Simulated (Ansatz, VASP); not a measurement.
MgO: VASP beside Ansatz

```
Mg O
1.0
     0.11099    2.19206    2.19206
     2.19206    0.11099    2.19206
     2.19206    2.19206    0.11099
Mg O
1 1
Direct
  0.00000 0.00000 0.00000
  0.50000 0.50000 0.50000
```

Alike in both runs: task single point; functional PBE; k mesh 10 × 10 × 10; occupations gaussian, width 0.05 eV; no spin polarisation.

```csv
,VASP,Ansatz
version,VASP 6.6.1,Ansatz 0.2.0
potentials or method,"VASP PAW PBE potentials, release 64 (Mg, O), cutoff 600 eV","scalar-relativistic, plane waves, PAW"
valence electrons in the cell,8,16
```

VASP gave:

| Quantity | Value |
| --- | --- |
| gap on the k mesh at the Fermi level (eV) | 4.01 |
| least direct gap on the mesh (eV) | 4.01 |
| pressure (GPa) | -2.6 |
| traceless stress, the component that is largest in VASP (GPa) | -8.00 |

**Question.** Which values does Ansatz return?

**Answer.** gap on the k mesh at the Fermi level (eV): 4.03; least direct gap on the mesh (eV): 4.03; pressure (GPa): -1.6; traceless stress, the component that is largest in VASP (GPa): -7.94.

VASP's potentials hold 8 valence electrons a cell and Ansatz's 16, so a difference there can come from the potentials and not from the codes.
